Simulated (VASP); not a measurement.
The system is Rh.

```
CELL_PARAMETERS angstrom
0.00000 1.85911 1.85911
1.85911 0.00000 1.85911
1.85911 1.85911 0.00000
ATOMIC_POSITIONS crystal
Rh 0.00000 0.00000 0.00000
```

Base run:

```yaml
Program: VASP 6.6.1
Functional: LDA
Potentials_or_basis: VASP PAW LDA potentials, release 64 (Rh_sv_GW)
Cutoff: 530 eV
k_mesh: 12 × 12 × 12
Occupations: fermi-dirac, width 0.05 eV
Spin: no spin polarisation
```

Its results: pressure 7.6 GPa.

Q: After a change of settings the same cell gave: pressure 10.6 GPa. Which change was it?
A. potentials or basis from VASP PAW LDA potentials, release 64 (Rh_sv_GW) to VASP PAW LDA potentials, release 64 (Rh_pv); cutoff from 530 eV to 520 eV; valence electrons from 17 to 15
B. functional from LDA to r2SCAN; potentials or basis from VASP PAW LDA potentials, release 64 (Rh_sv_GW) to VASP PAW PBE potentials, release 64 (Rh_pv); cutoff from 530 eV to 520 eV; valence electrons from 17 to 15
C. functional from LDA to r2SCAN; potentials or basis from VASP PAW LDA potentials, release 64 (Rh_sv_GW) to VASP PAW PBE potentials, release 64 (Rh_sv_GW); cutoff from 530 eV to 580 eV
D. functional from LDA to revPBE; potentials or basis from VASP PAW LDA potentials, release 64 (Rh_sv_GW) to VASP PAW PBE potentials, release 64 (Rh_pv); cutoff from 530 eV to 520 eV; valence electrons from 17 to 15

A: A.
